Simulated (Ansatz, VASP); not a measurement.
## Two plane-wave programs on PbS

```
Pb S
1.0
     0.00000    2.96800    2.96800
     2.96800    0.00000    2.96800
     2.96800    2.96800    0.00000
Pb S
1 1
Direct
  0.00000 0.00000 0.00000
  0.50000 0.50000 0.50000
```

Alike in both runs: task single point; functional PBEsol; k mesh 6 × 6 × 6; occupations gaussian, width 0.1 eV; no spin polarisation.

|  | VASP | Ansatz |
| --- | --- | --- |
| version | VASP 6.6.1 | Ansatz 0.2.0 |
| potentials or method | VASP PAW PBE potentials, release 64 (Pb_d, S), cutoff 520 eV | scalar-relativistic, plane waves, PAW |
| valence electrons in the cell | 20 | 20 |

|  | VASP | Ansatz | Ansatz less VASP |
| --- | --- | --- | --- |
| gap on the k mesh at the Fermi level (eV) | 0.26 | 0.27 | +0.002 |
| least direct gap on the mesh (eV) | 0.26 | 0.27 | +0.002 |
| pressure (GPa) | -1.1 | -1.0 | +0.06 |

VASP's potentials were made for PBE, not for PBEsol, and Ansatz warns of the same on its side. The functional is the same, so the differences come from potentials, cutoffs and numerics.

Neither program's run includes spin-orbit coupling.
